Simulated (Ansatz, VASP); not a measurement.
**K: VASP beside Ansatz**

Contents of INCAR:

```
SYSTEM = K
  PREC = Accurate
  ENCUT = 520
  EDIFF = 1E-7
  ISMEAR = 0
  SIGMA = 0.15
  LREAL = .False.
  LASPH = .True.
  NELM = 100
  ALGO = Normal
  ISIF = 2
  LWAVE = .False.
  LCHARG = .False.
  GGA = PE
  IVDW = 12
  NBANDS = 10
```

KPOINTS

```
regular mesh
0
Gamma
  14 14 14
  0 0 0
```

POSCAR

```
K
1.0
    1.7947541598      4.4868853995      4.4868853995
    4.4868853995      1.7947541598      4.4868853995
    4.4868853995      4.4868853995      1.7947541598
K
1
Direct
    0.0000000000      0.0000000000      0.0000000000
```

Input for Ansatz:

```yaml
crystal:
  lattice:
    - [1.7947541598, 4.4868853995, 4.4868853995]
    - [4.4868853995, 1.7947541598, 4.4868853995]
    - [4.4868853995, 4.4868853995, 1.7947541598]
  atoms:
    - { symbol: K, position: [0.0, 0.0, 0.0] }
basis:
  ecutwfc: 420
kpoints:
  mp_grid: { grid: [14, 14, 14] }
hamiltonian:
  xc: pbe
  dispersion: d3bj
scf:
  occupations: { method: gaussian, width: 0.15 }
output:
  forces: true
  stress: true
  eigenvalues: true
```

Alike in both runs: task single point; functional PBE; dispersion D3(BJ); k mesh 14 × 14 × 14; occupations gaussian, width 0.15 eV; no spin polarisation.

|  | VASP | Ansatz |
| --- | --- | --- |
| version | VASP 6.6.1 | Ansatz 0.2.0 |
| potentials or method | VASP PAW PBE potentials, release 64 (K_sv), cutoff 520 eV | scalar-relativistic, plane waves, PAW |
| valence electrons in the cell | 9 | 9 |

|  | VASP | Ansatz | Ansatz less VASP |
| --- | --- | --- | --- |
| gap on the k mesh at the Fermi level (eV) | none | none | - |
| pressure (GPa) | 1.5 | 1.5 | +0.01 |
| traceless stress, the component that is largest in VASP (GPa) | -1.28 | -1.28 | +0.001 |

A gap of «none» marks a metal or a gap that the smearing closes.
